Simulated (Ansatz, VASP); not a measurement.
**SiC: VASP beside Ansatz**

The input POSCAR:

```
SiC
1.0
    0.0000000000      2.1790000000      2.1790000000
    2.1790000000      0.0000000000      2.1790000000
    2.1790000000      2.1790000000      0.0000000000
Si C
1 1
Direct
    0.0000000000      0.0000000000      0.0000000000
    0.7500000000      0.7500000000      0.7500000000
```

The input INCAR.step1:

```
SYSTEM = SiC
PREC = Accurate ; ENCUT = 660
ISMEAR = 0 ; SIGMA = 0.01
LREAL = .FALSE. ; LASPH = .TRUE.
NELM = 120 ; NBANDS = 11
GGA = PE ; ALGO = Normal
EDIFF = 1E-5 ; LWAVE = .TRUE.
LCHARG = .FALSE. ; GGA_COMPAT = .FALSE.
```

The input INCAR.step2:

```
SYSTEM = SiC
PREC = Accurate ; ENCUT = 660
EDIFF = 1E-6 ; ISMEAR = 0
SIGMA = 0.01 ; LREAL = .FALSE.
LASPH = .TRUE. ; NELM = 120
ALGO = Normal ; ISIF = 2
LWAVE = .FALSE. ; LCHARG = .FALSE.
METAGGA = R2SCAN ; LMIXTAU = .TRUE.
NBANDS = 11 ; ISTART = 1
GGA_COMPAT = .FALSE.
```

File KPOINTS:

```
regular mesh
0
G
  7 7 7
  0 0 0
```

Input for Ansatz:

```yaml
crystal:
  lattice:
    bravais: fcc
    a: 4.358
  space_group: 216
  atoms:
    - { symbol: Si, position: [0.0, 0.0, 0.0] }
    - { symbol: C, position: [0.25, 0.25, 0.75] }
  reduce_to_primitive: true
basis:
  ecutwfc: 525.0
kpoints:
  mp_grid:
    grid: [7, 7, 7]
hamiltonian:
  xc: r2scan
scf:
  occupations:
    method: fixed
output:
  stress: true
```

Alike in both runs: task single point; functional r2SCAN; k mesh 7 × 7 × 7; no spin polarisation.

|  | VASP | Ansatz |
| --- | --- | --- |
| version | VASP 6.6.1 | Ansatz 0.2.0 |
| potentials or method | VASP PAW PBE potentials, release 64 (Si, C), cutoff 660 eV | plane waves, PAW |
| occupations | gaussian, width 0.01 eV | fixed |
| valence electrons in the cell | 8 | 8 |

Ansatz gave:

* pressure (GPa): -0.3

Problem. Estimate VASP's values.

Solution. Pressure (GPa): -0.6.

VASP's potentials were made for PBE, not for r2SCAN.
